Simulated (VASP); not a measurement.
## SnO2: single point with PBE

Crystal: SnO2.

```
Sn O
1.0
     3.18691    0.00000    0.00000
    -1.59346    2.75995    0.00000
     0.00000    0.00000   10.64473
Sn O
2 4
Direct
  0.00000 0.00000 0.00000
  0.00000 0.00000 0.50000
  0.33333 0.66667 0.90586
  0.33333 0.66667 0.59414
  0.66667 0.33333 0.09414
  0.66667 0.33333 0.40586
```

| Quantity | Value |
| --- | --- |
| Program | VASP 6.6.1 |
| Task | single point |
| Functional | PBE |
| Potentials or basis | VASP PAW PBE potentials, release 64 (Sn_d, O) |
| Cutoff | 520 eV |
| k mesh | 9 × 9 × 3 |
| Occupations | fermi-dirac, width 0.05 eV |
| Spin | no spin polarisation |
| Dipole correction | no |
| Further INCAR settings | ALGO = Normal; EDIFF = 1e-07; NBANDS = 35 |

```
Pressure               : 5.8 GPa
Largest force          : 0.421 eV/Å
Band gap on the k mesh : 2.34 eV (least direct gap 2.80 eV)
```

Forces in eV/Å, atoms in the order of the input:
```
Sn   0.000  0.000  0.000
Sn   0.000  0.000  0.000
O    0.000  0.000 -0.421
O    0.000  0.000  0.421
O    0.000  0.000  0.421
O    0.000  0.000 -0.421
```

Stress tensor (GPa, compression positive):
```
6.79 0.00 0.00
0.00 6.79 0.00
0.00 0.00 3.77
```

Levels at points of the mesh, in eV from the valence-band top:
| k point | band 22 | band 23 | band 24 | band 25 | band 26 | band 27 | band 28 | band 29 | band 30 | band 31 |
| --- | --- | --- | --- | --- | --- | --- | --- | --- | --- | --- |
| (0.00, 0.00, 0.00) | -0.89 | -0.89 | -0.86 | -0.86 | -0.46 | 2.34 | 3.10 | 5.63 | 6.00 | 10.34 |

It took 71 s on 1 thread of Intel(R) Xeon(R) Platinum 8259CL CPU @ 2.50GHz (Skylake/Cascade Lake), with other jobs on the host, peak memory 0.22 GiB.

Caveat: the cell stands under pressure; spin-orbit coupling is left out, which moves the levels of the heavy elements. A k mesh can miss the band edges.
